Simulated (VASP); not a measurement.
BaZrO3: single point with PBE

Crystal: BaZrO3.

```
Ba Zr O
1.0
     4.18150    0.00000    0.00000
     0.00000    4.18150    0.00000
     0.00000    0.00000    4.18150
Ba Zr O
1 1 3
Cartesian
  0.0000 0.0000 0.0000
  2.0908 2.0908 2.0908
  0.0000 2.0908 2.0908
  2.0908 2.0908 0.0000
  2.0908 0.0000 2.0908
```

```
Program                : VASP 6.6.1
Task                   : single point
Functional             : PBE
Potentials or basis    : VASP PAW PBE potentials, release 64 (Ba_sv, Zr_sv, O)
Cutoff                 : 520 eV
k mesh                 : 4 × 4 × 4
Occupations            : gaussian, width 0.05 eV
Spin                   : non-collinear spin, zero start, spin-orbit coupling
Starting moments       : [[0.0, 0.0, 0.0], [0.0, 0.0, 0.0], [0.0, 0.0, 0.0], [0.0, 0.0, 0.0], [0.0, 0.0, 0.0]] μB
Dipole correction      : no
Further INCAR settings : ALGO = Normal; EDIFF = 1e-06; NBANDS = 55
```

```
Pressure                                              : 6.3 GPa
Net moment                                            : 0.00 μB per cell
Valence electrons inside the program's atomic spheres : Ba 7.91; Zr 9.73; O 5.05
```

Moments on the atoms (μB; x, y, z):
```
Ba  0.00 0.00 0.00
Zr  0.00 0.00 0.00
O   0.00 0.00 0.00
O   0.00 0.00 0.00
O   0.00 0.00 0.00
```

Wall time 46 s on 1 thread of AMD EPYC 9R45 96-Core Processor (Zen 5) (shared host), peak memory 0.31 GiB.

Caveat: the k points lie up to 0.38 Å⁻¹ apart.
